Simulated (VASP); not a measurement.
Here is a VASP 6.6.1 calculation.

File INCAR:

```
SYSTEM = Hg
PREC = Accurate
ENCUT = 520
EDIFF = 1E-8
ISMEAR = -1
SIGMA = 0.05
LREAL = .False.
LASPH = .True.
NELM = 80
ALGO = Normal
ISIF = 2
LWAVE = .False.
LCHARG = .False.
GGA = PE
LEFG = .True.
NBANDS = 19
```

The input KPOINTS:

```
regular mesh
0
Gamma
  8 8 8
  0 0 0
```

File POSCAR:

```
Hg
1.0
    0.0000000000      3.3303445432      3.3303445432
    3.3303445432      0.0000000000      3.3303445432
    3.3303445432      3.3303445432      0.0000000000
Hg
2
Direct
   -0.2375000000     -0.0875000000     -0.0875000000
    0.2375000000      0.0875000000      0.0875000000
```

Potentials or basis: VASP PAW PBE potentials, release 64 (Hg).

The run is started by

```bash
$ cat potpaw_PBE.64/Hg/POTCAR > POTCAR
$ mpirun -np 1 vasp_std > vasp.out
```

Question: Estimate the band gap on the k mesh.

Answer: Zero (bands 12 and 13 overlap by 3.39 eV).

Question: What does it give for the largest force?

Answer: 24.729 eV/Å.

Question: Estimate the pressure.

Answer: 33.7 GPa.

Forces on the atoms (eV/Å):
```
Hg  -14.277  14.277  14.277
Hg   14.277 -14.277 -14.277
```

Caveat: the cell stands under pressure; without QUAD_EFG the Cq values of the log hold for a quadrupole moment of 1 mb, not for the nuclei; spin-orbit coupling is left out, which moves the levels of the heavy elements; forces of over 1 eV/Å act on the atoms, so gaps and moduli don't describe the material at rest.
